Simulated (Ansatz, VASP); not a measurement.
## TiC: VASP beside Ansatz

INCAR

```
SYSTEM = TiC
ALGO = Normal
EDIFF = 1E-8
ENCUT = 520
GGA = PE
ISIF = 2
ISMEAR = -1
LASPH = .True.
LCHARG = .False.
LEFG = .True.
LREAL = .False.
LWAVE = .False.
NBANDS = 15
NELM = 100
PREC = Accurate
SIGMA = 0.03
```

KPOINTS

```
k-points
0
Gamma
  16 16 16
  0 0 0
```

The input POSCAR:

```
TiC
1.0
   -0.0649200000      2.1315400000      2.1315400000
    2.1315400000     -0.0649200000      2.1315400000
    2.1315400000      2.1315400000     -0.0649200000
Ti C
1 1
Direct
    0.0000000000      0.0000000000      0.0000000000
    0.5000000000      0.5000000000      0.5000000000
```

Input for Ansatz:

```yaml
crystal:
  lattice:
    - [-0.06492, 2.13154, 2.13154]
    - [2.13154, -0.06492, 2.13154]
    - [2.13154, 2.13154, -0.06492]
  atoms:
    - { symbol: Ti, position: [0.0, 0.0, 0.0] }
    - { symbol: C, position: [0.5, 0.5, 0.5] }
kpoints:
  mp_grid: { grid: [16, 16, 16] }
scf:
  occupations: { method: fermi_dirac, width: 0.03 }
hamiltonian:
  xc: pbe
  pseudopotentials: { kind: all_electron, datasets: crystal }
output:
  forces: true
  stress: true
  eigenvalues: true
  efg: { contact_densities: true }
```

Change from the starting cell: equal xy, yz and zx shear strains of -3 %, crystal datasets.

Alike in both runs: task electric field gradients; functional PBE; k mesh 16 × 16 × 16; occupations fermi-dirac, width 0.03 eV; no spin polarisation.

```csv
,VASP,Ansatz
version,VASP 6.6.1,Ansatz 0.2.0
potentials or method,"VASP PAW PBE potentials, release 64 (Ti_sv, C), cutoff 520 eV","all-electron PAW with datasets made for the crystal, scalar-relativistic"
```

VASP gave:

- pressure (GPa): 1.3
- traceless stress, the component that is largest in VASP (GPa): 4.77
- size of Vzz on the site where it differs most (V/Å²): 2.8

Task: What did Ansatz give for the same quantities?

Result: Pressure (GPa): 1.0; traceless stress, the component that is largest in VASP (GPa): 4.79; size of Vzz on the site where it differs most (V/Å²): 2.5.

Ansatz ran all-electron here, and VASP with PAW potentials.
